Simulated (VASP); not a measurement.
# Al (P4/mmm) in VASP: further runs

Al is run at these levels: PBE; tasks: single point, relaxation of cell and atoms.

Program: VASP 6.6.1. These are calculated values, not measurements. Logs are shortened: lines on timing, memory, paths and dates and some standing lists are left out, and cuts for length are marked.

## Step 1: The cell of the first run

It takes space group P4/mmm (No. 123, tetragonal). The conventional cell has a = 2.766 Å, b = 2.766 Å, c = 2.368 Å, α = 90.00°, β = 90.00°, γ = 90.00°. Within 3.1 Å of Al (site symmetry 4/mmm) lie 6 Al at 2.37 to 2.77 Å.

## Step 2: Single point, PBE

Contents of INCAR:

```
SYSTEM = Al
PREC = Accurate
ENCUT = 520
EDIFF = 1E-6
ISMEAR = 0
SIGMA = 0.1
LREAL = .False.
LASPH = .True.
NELM = 100
ALGO = Normal
ISIF = 2
LWAVE = .False.
LCHARG = .False.
GGA = PE
NBANDS = 8
```

Contents of KPOINTS:

```
Automatic mesh
0
Gamma
  6 6 8
  0 0 0
```

Contents of POSCAR:

```
Al
1.0
    2.7662377000      0.0000000000      0.0000000000
    0.0000000000      2.7662377000      0.0000000000
    0.0000000000      0.0000000000      2.3680164500
Al
1
Direct
    0.5000000000      0.5000000000      0.5000000000
```

Potentials or basis: VASP PAW PBE potentials, release 64 (Al).

Started as:

```bash
cat potpaw_PBE.64/Al/POTCAR > POTCAR
mpirun -np 1 vasp_std > vasp.out
```

OUTCAR:

```text
SYSTEM = Al
   PREC = Accurate
   ENCUT = 520
   EDIFF = 1E-6
   ISMEAR = 0
   LREAL = .False.
   LASPH = .True.
   NELM = 100
   ISIF = 2
   GGA = PE

 ion  position               nearest neighbor table
   1  0.500  0.500  0.500-

  LATTYP: Found a simple tetragonal cell.
 ALAT       =     2.7662377000
 C/A-ratio  =     0.8560422881

  Lattice vectors:

 A1 = (   2.7662377000,   0.0000000000,   0.0000000000)
 A2 = (   0.0000000000,   2.7662377000,   0.0000000000)
 A3 = (   0.0000000000,   0.0000000000,   2.3680164500)

Analysis of symmetry for initial positions (statically):
=====================================================================
 Subroutine PRICEL returns:
 Original cell was already a primitive cell.

 Routine SETGRP: Setting up the symmetry group for a
 simple tetragonal supercell.

 Subroutine GETGRP returns: Found 16 space group operations
 (whereof 16 operations were pure point group operations)
 out of a pool of 16 trial point group operations.

The static configuration has the point symmetry D_4h.

Analysis of symmetry for dynamics (positions and initial velocities):
=====================================================================
 Subroutine PRICEL returns:
 Original cell was already a primitive cell.

 Routine SETGRP: Setting up the symmetry group for a
 simple tetragonal supercell.

 Subroutine GETGRP returns: Found 16 space group operations
 (whereof 16 operations were pure point group operations)
 out of a pool of 16 trial point group operations.

The dynamic configuration has the point symmetry D_4h.

 Subroutine INISYM returns: Found 16 space group operations
 (whereof 16 operations are pure point group operations),
 and found     1 'primitive' translations

----------------------------------------------------------------------------------------

                                     Primitive cell

  volume of cell :      18.1202

  direct lattice vectors                    reciprocal lattice vectors
     2.766237700  0.000000000  0.000000000     0.361501833  0.000000000  0.000000000
     0.000000000  2.766237700  0.000000000     0.000000000  0.361501833  0.000000000
     0.000000000  0.000000000  2.368016450     0.000000000  0.000000000  0.422294364

  length of vectors
     2.766237700  2.766237700  2.368016450     0.361501833  0.361501833  0.422294364

  position of ions in fractional coordinates (direct lattice)
     0.500000000  0.500000000  0.500000000

  ion indices of the primitive-cell ions
   primitive index   ion index
                 1           1

----------------------------------------------------------------------------------------

 KPOINTS: Automatic mesh

Automatic generation of k-mesh.
 Grid dimensions read from file:
 generate k-points for:    6    6    8

 Generating k-lattice:

  Cartesian coordinates                     Fractional coordinates (reciprocal lattice)
     0.060250306  0.000000000  0.000000000     0.166666667  0.000000000  0.000000000
     0.000000000  0.060250306  0.000000000     0.000000000  0.166666667  0.000000000
     0.000000000  0.000000000  0.052786795     0.000000000  0.000000000  0.125000000

  Length of vectors
     0.060250306  0.060250306  0.052786795

  Shift w.r.t. Gamma in fractional coordinates (k-lattice)
     0.000000000  0.000000000  0.000000000

 Subroutine IBZKPT returns following result:
 ===========================================

 Found     50 irreducible k-points:

 Following reciprocal coordinates:
            Coordinates               Weight
  0.000000  0.000000  0.000000      1.000000
  0.166667  0.000000  0.000000      4.000000
  0.333333  0.000000  0.000000      4.000000
  0.500000  0.000000  0.000000      2.000000
  0.166667  0.166667  0.000000      4.000000
  0.333333  0.166667  0.000000      8.000000
[... 16 lines left out ...]
  0.333333  0.000000  0.250000      8.000000
  0.500000  0.000000  0.250000      4.000000
 [... further k-points ...]
   k-points           NKPTS =     50   k-points in BZ     NKDIM =     50   number of bands    NBANDS=      8
   number of dos      NEDOS =    301   number of ions     NIONS =      1
   total plane-waves  NPLWV =  10368
   dimension x,y,z NGX =    24 NGY =   24 NGZ =   18
   dimension x,y,z NGXF=    48 NGYF=   48 NGZF=   36
   ions per type =               1
   NGX,Y,Z   is equivalent  to a cutoff of  14.42, 14.42, 12.64 a.u.
   NGXF,Y,Z  is equivalent  to a cutoff of  28.85, 28.85, 25.27 a.u.
 SYSTEM =  Al
   PREC   = accura    normal or accurate (medium, high low for compatibility)
   ISTART =      0    job   : 0-new  1-cont  2-samecut
   ICHARG =      2    charge: 1-file 2-atom 10-const
   ISPIN  =      1    spin polarized calculation?
   LNONCOLLINEAR =      F non collinear calculations
   LSORBIT =      F    spin-orbit coupling
   LASPH  =      T    aspherical Exc in radial PAW
   ENCUT  =  520.0 eV  38.22 Ry    6.18 a.u.   5.14  5.14  4.40*2*pi/ulx,y,z
   NELM   =    100;   NELMIN=  2; NELMDL= -5     # of ELM steps
   EDIFF  = 0.1E-05   stopping-criterion for ELM
   LREAL  =      F    real-space projection
   EDIFFG = 0.1E-04   stopping-criterion for IOM
   NSW    =      0    number of steps for IOM
   IBRION =     -1    ionic relax: 0-MD 1-quasi-New 2-CG
   NFREE  =      0    steps in history (QN), initial steepest desc. (CG)
   ISIF   =      2    stress and relaxation
   ISYM   =      2    0-nonsym 1-usesym 2-fastsym
   POTIM  = 0.5000    time-step for ionic-motion
   TEBEG  =    0.0;   TEEND  =   0.0 temperature during run
   PSTRESS=    0.0 pullay stress
   NELECT =       3.0000    total number of electrons
   NUPDOWN=      -1.0000    fix difference up-down
   EMIN   =  10.00;   EMAX   =-10.00  energy-range for DOS
   EFERMI =   0.00;   METHOD = LEGACY
   ISMEAR =     0;   SIGMA  =   0.10  broadening in eV -4-tet -1-fermi 0-gaus
   EFERMI_NEDOS =   21; number of points for ismear=-14 and -15
   IALGO  =     38    algorithm
   IMIX   =      4    mixing-type and parameters
     AMIX     =   0.40;   BMIX     =  1.00
     AMIX_MAG =   1.60;   BMIX_MAG =  1.00
  volume/ion in A,a.u.               =      18.12       122.28
  Fermi-wavevector in a.u.,A,eV,Ry     =   0.898933  1.698737 10.994604  0.808081
  Thomas-Fermi vector in A             =   2.021704
   LORBIT       =      0    0 simple, 1 ext, 2 COOP (PROOUT), +10 PAW based schemes
   GGA     = PE    functional components
   LHFCALC =     F    Hartree Fock is set to
   AEXX    =    0.0000 exact exchange contribution
   IVDW    =     0    specifies the selected vdW correction
   LEPSILON=     F    determine dielectric tensor
   LRPA    =     F    only Hartree local field effects (RPA)
 non-spin polarized calculation
 Gauss-broadening in eV      SIGMA  =   0.10
  energy-cutoff  :      520.00
  volume of cell :       18.12
 maximum number of plane-waves:       505
 NGX is ok and might be reduce to    24
   NGX = 11   NGY = 11   NGZ =  9

 number of electron       3.0000000 magnetization

 Free energy of the ion-electron system (eV)
  ---------------------------------------------------
  ext. energy  EPLUGINS =         0.00000000
  ---------------------------------------------------
  free energy    TOTEN  =        -3.13930571 eV

  energy without entropy =       -3.13561460  energy(sigma->0) =       -3.13746016

 E-fermi :   6.6495     XC(G=0):  -9.7696

 val. band max:        6.5583386266   @ k =   0.3333   0.3333   0.1250
 cond. band min:       6.6736274390   @ k =   0.1667   0.0000   0.3750
 fundamental gap:      0.1152888124
 Fermi energy:         6.6494556366

 k-point     1 :       0.0000    0.0000    0.0000
  band No.  band energies     occupation
      1      -3.5992      2.00000
      2      13.6442      0.00000
      3      14.4153      0.00000
      4      14.4153      0.00000
      5      15.2127      0.00000
      6      21.5176      0.00000
      7      24.4618      0.00000
      8      29.0543      0.00000

 k-point     2 :       0.1667    0.0000    0.0000
  band No.  band energies     occupation
      1      -3.0737      2.00000
      2       9.1796      0.00000
      3      14.8584      0.00000
      4      15.0091      0.00000
      5      19.6672      0.00000
      6      21.9368      0.00000
      7      25.1269      0.00000
      8      25.9711      0.00000

 k-point     3 :       0.3333    0.0000    0.0000
  band No.  band energies     occupation
      1      -1.5270      2.00000
      2       4.8124      2.00000
      3      16.1567      0.00000
      4      16.1746      0.00000
      5      22.0583      0.00000
      6      22.7484      0.00000
      7      23.1865      0.00000
      8      25.8204      0.00000

 k-point     4 :       0.5000    0.0000    0.0000
  band No.  band energies     occupation
      1       0.4221      2.00000
      2       1.9091      2.00000
      3      17.0767      0.00000
      4      17.6238      0.00000
      5      19.6792      0.00000
      6      22.1159      0.00000
      7      24.8655      0.00000
      8      25.8327      0.00000

 k-point     5 :       0.1667    0.1667    0.0000
  band No.  band energies     occupation
      1      -2.5494      2.00000
      2       9.1162      0.00000
      3      10.3928      0.00000
      4      19.3576      0.00000
      5      20.8210      0.00000
      6      22.0651      0.00000
      7      22.3527      0.00000
      8      27.0416      0.00000
[... 177 lines left out ...]
 k-point    22 :       0.1667    0.0000    0.2500
  band No.  band energies     occupation
      1      -1.4454      2.00000
      2       9.9077      0.00000
      3      11.5580      0.00000
      4      16.2192      0.00000
      5      17.8506      0.00000
      6      23.0281      0.00000
      7      23.7768      0.00000
      8      26.5830      0.00000

 k-point    23 :       0.3333    0.0000    0.2500
  band No.  band energies     occupation
      1       0.0835      2.00000
      2       6.2940      2.00000
      3      12.2194      0.00000
      4      17.4853      0.00000
      5      17.8291      0.00000
      6      21.1894      0.00000
      7      23.3900      0.00000
      8      26.5032      0.00000

 k-point    24 :       0.5000    0.0000    0.2500
  band No.  band energies     occupation
      1       2.0164      2.00000
      2       3.4531      2.00000
      3      13.5472      0.00000
      4      16.0830      0.00000
      5      18.8389      0.00000
      6      21.1842      0.00000
      7      22.7433      0.00000
      8      23.6744      0.00000

 [... further k-points ...]
[... 5 lines left out ...]
  --------------------------------------------------------------------------------------
  -------------------------------------------------------------------------------------
  Total        0.4018525      0.4018525      3.3838775      0.0000000      0.0000000      0.0000000
  in kB       35.5315000     35.5315000    299.1999456      0.0000000      0.0000000      0.0000000
  external PRESSURE =     123.4209819 kB  Pullay stress =       0.0000000 kB

 VOLUME and BASIS-vectors are now :
 -----------------------------------------------------------------------------
  energy-cutoff  :      520.00
  volume of cell :       18.12
      direct lattice vectors                 reciprocal lattice vectors
     2.766237700  0.000000000  0.000000000     0.361501833  0.000000000  0.000000000
     0.000000000  2.766237700  0.000000000     0.000000000  0.361501833  0.000000000
     0.000000000  0.000000000  2.368016450     0.000000000  0.000000000  0.422294364

 POSITION                                       TOTAL-FORCE (eV/Angst)
 -----------------------------------------------------------------------------------
      1.38312      1.38312      1.18401         0.000000      0.000000      0.000000
 -----------------------------------------------------------------------------------
    total drift:                               -0.000000     -0.000000      0.000000

  FREE ENERGIE OF THE ION-ELECTRON SYSTEM (eV)
  ---------------------------------------------------
  free  energy   TOTEN  =        -3.1393057067 eV

  energy  without entropy=       -3.1356146046  energy(sigma->0) =       -3.13746016
```

Run time: 10 s. Hardware: 1 thread of AMD EPYC 7R43 (Zen 3), shared host; peak memory 0.09 GiB.

Results:

| Quantity | Value |
| --- | --- |
| Free energy | -3.1393 eV |
| Pressure | 12.3 GPa |

Caveat: the k points lie up to 0.38 Å⁻¹ apart.

## Step 3: Relaxation of cell and atoms, PBE

Contents of INCAR:

```
  PREC = Accurate
  ENCUT = 600
  EDIFF = 1E-6
  ISMEAR = 0
  SIGMA = 0.1
  LREAL = F
  LASPH = T
  NELM = 80
  ALGO = Normal
  ISIF = 3
  LWAVE = F
  LCHARG = F
  GGA = PE
  IBRION = 2
  NSW = 90
  EDIFFG = -0.04
```

Contents of KPOINTS:

```
regular mesh
0
Gamma
  6 6 8
```

POSCAR is that of step 2.

Potentials or basis: VASP PAW PBE potentials, release 64 (Al).

Started as:

```bash
cat potpaw_PBE.64/Al/POTCAR > POTCAR
mpirun -np 1 vasp_std > vasp.out
```

Wall time 10 s (1 thread of Intel Xeon Platinum 8259CL at 2.50GHz (Skylake/Cascade Lake), shared host); peak memory 0.13 GiB.

It converged, with:

* Free energy: -3.3366 eV
* Relaxed volume: 20.39 Å³/atom
* Relaxed cell: a = 2.767 Å, b = 2.767 Å, c = 2.662 Å, α = 90.00°, β = 90.00°, γ = 90.00°
* Space group after relaxing (to 0.05 Å): P4/mmm (No. 123)
* Energy gained by relaxing: 197.2 meV/atom
* Ionic steps: 7
* Pressure after relaxing: 0.1 GPa

The path:
```tsv
step	energy change (eV)	largest force (eV/Å)	pressure (GPa)	volume (Å³)
1	0.0000	0.0000	12.34	18.12
2	-0.1771	0.0000	-3.49	21.90
3	-0.1926	0.0000	-1.24	20.91
4	-0.1927	0.0000	-1.41	20.98
5	-0.1967	0.0000	-0.31	20.52
6	-0.1968	0.0000	-0.47	20.58
7	-0.1972	0.0000	0.07	20.39
```

Final structure:
```
Al
1.0
     2.76731    0.00000    0.00000
     0.00000    2.76731    0.00000
     0.00000    0.00000    2.66208
Al
1
Direct
  0.50000 0.50000 0.50000
```

Levels at points of the mesh, in eV from the Fermi level:
```
           k point  band 1  band 2  band 3  band 4  band 5
(0.00, 0.00, 0.00)   -9.47    7.70    8.21    8.56    8.56
(0.50, 0.00, 0.00)   -5.36   -4.07   10.47   11.85   13.70
(0.50, 0.50, 0.00)   -0.74   -0.70   -0.70    2.15   16.76
(0.00, 0.00, 0.50)   -4.78   -3.94   10.57   12.38   12.38
(0.50, 0.00, 0.50)   -0.62   -0.22   -0.08    2.30   15.71
(0.50, 0.50, 0.50)    2.55    3.01    3.01    5.49    5.49
```

Caveat: the k points lie up to 0.38 Å⁻¹ apart in the final cell.
